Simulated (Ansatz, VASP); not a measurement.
**One calculation of Ru, two programs**

```
Ru
1.0
     2.70580    0.00000    0.00000
    -1.35290    2.34329    0.00000
     0.00000    0.00000    4.28190
Ru
2
Direct
  0.30133 0.60265 0.25000
  0.66667 0.33333 0.75000
```

Alike in both runs: task single point; functional PBE; k mesh 24 × 24 × 12; occupations gaussian, width 0.15 eV; no spin polarisation.

|  | VASP | Ansatz |
| --- | --- | --- |
| version | VASP 6.6.1 | Ansatz 0.2.0 |
| potentials or method | VASP PAW PBE potentials, release 64 (Ru_pv), cutoff 500 eV | scalar-relativistic, plane waves, PAW |
| valence electrons in the cell | 28 | 32 |

|  | VASP | Ansatz | Ansatz less VASP |
| --- | --- | --- | --- |
| gap on the k mesh at the Fermi level (eV) | none | none | - |
| pressure (GPa) | 5.5 | 5.6 | +0.05 |
| traceless stress, the component that is largest in VASP (GPa) | -2.99 | -2.97 | +0.025 |
| rms of the force components (eV/Å) | 0.627 | 0.628 | +0.0008 |

Atom by atom the forces differ by 0.001 eV/Å (rms over components). A gap of «none» marks a metal or a gap that the smearing closes. The functional is the same, so the differences come from potentials, cutoffs and numerics. VASP's potentials hold 28 valence electrons a cell and Ansatz's 32, so a difference there can come from the potentials and not from the codes.
